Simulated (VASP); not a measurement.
Write the native input for VASP 6.6.1 that does the following.

```
Task                   : single point
Functional             : PBE
Potentials or basis    : VASP PAW PBE potentials, release 64 (Cu)
Cutoff                 : 520 eV
k mesh                 : 28 × 28 × 28
Occupations            : gaussian, width 0.15 eV
Spin                   : no spin polarisation
Dipole correction      : no
Further INCAR settings : ALGO = Fast; EDIFF = 1e-06; NBANDS = 12
```

The structure of Cu lies in POSCAR:

```
Cu
1.0
    0.0000000000      1.8148741282      1.8602459814
    1.8148741282      0.0000000000      1.8602459814
    1.8148741282      1.8148741282      0.0000000000
Cu
1
Direct
    0.0000000000      0.0000000000      0.0000000000
```

This cell differs from its parent crystal: strain +0.000 along x and y, +0.025 along z.

The input as run:

INCAR

```
SYSTEM = Cu
PREC     = Accurate       ! precision mode
ENCUT    = 520            ! plane-wave cutoff, eV
EDIFF    = 1E-6           ! SCF threshold, eV
ISMEAR   = 0              ! smearing method
SIGMA    = 0.15           ! smearing width, eV
LREAL    = .FALSE.        ! projectors in reciprocal space
LASPH    = .TRUE.         ! aspherical terms in the spheres
NELM     = 80             ! most SCF steps
ALGO     = Fast           ! electronic algorithm
ISIF     = 2              ! what is computed and relaxed
LWAVE    = .FALSE.        ! write WAVECAR
LCHARG   = .FALSE.        ! write CHGCAR
GGA      = PE             ! functional
NBANDS   = 12             ! bands
```

KPOINTS

```
regular mesh
0
G
  28 28 28
  0 0 0
```

Potentials or basis: VASP PAW PBE potentials, release 64 (Cu).

The run is started by

```console
$ cat potpaw_PBE.64/Cu/POTCAR > POTCAR
$ mpirun -np 1 vasp_std > vasp.out
```

It gave:

```
Pressure               : -2.6 GPa
Band gap on the k mesh : zero (an odd number of electrons rules out a gap without spin polarisation)
```

Caveat: the cell differs from its parent crystal (strain +0.000 along x and y, +0.025 along z).

Run time: 3.1 min on 1 thread of Intel(R) Xeon(R) Platinum 8259CL CPU @ 2.50GHz (Skylake/Cascade Lake), on a shared host, peak memory 0.33 GiB.
